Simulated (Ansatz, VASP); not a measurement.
**Rb: VASP beside Ansatz**

```
Rb
1.0
     4.62183    0.00000    0.00000
     0.00000    4.62183    0.00000
     0.00000    0.00000    4.62183
Rb
1
Direct
  0.00000 0.00000 0.00000
```

Alike in both runs: functional r2SCAN; k mesh 7 × 7 × 7; occupations fermi-dirac, width 0.1 eV; no spin polarisation.

Ansatz relaxed the structure, and its values are those at the end. VASP's run is a single point on that final structure, the one shown.

|  | VASP | Ansatz |
| --- | --- | --- |
| version | VASP 6.6.1 | Ansatz 0.2.0 |
| potentials or method | VASP PAW PBE potentials, release 64 (Rb_sv), cutoff 550 eV | plane waves (500 eV) with PAW, scalar-relativistic |
| valence electrons in the cell | 9 | 9 |

|  | VASP | Ansatz | Ansatz less VASP |
| --- | --- | --- | --- |
| pressure (GPa) | 0.0 | 0.0 | 0.00 |

VASP's potentials were made for PBE, not for r2SCAN.
